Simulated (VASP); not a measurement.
Crystal: Al.

```
Al
1.0
    -1.60176    1.60176    1.60176
     1.60176   -1.60176    1.60176
     1.60176    1.60176   -1.60176
Al
1
Direct
  0.00000 0.00000 0.00000
```

Base run:

- Program: VASP 6.6.1
- Functional: PBE0
- Potentials or basis: VASP PAW PBE potentials, release 64 (Al)
- Cutoff: 520 eV
- k mesh: 8 × 8 × 8
- Occupations: fermi-dirac, width 0.05 eV
- Spin: no spin polarisation

Its results: pressure 1.9 GPa.

Problem. The run is repeated on the same cell with these changes: k mesh from 8 × 8 × 8 to 6 × 6 × 6. What comes out?

Solution. Pressure 1.5 GPa.

Caveats: some runs use coarse meshes; the PAW data sets were made with another functional, which shifts forces and pressure a little.
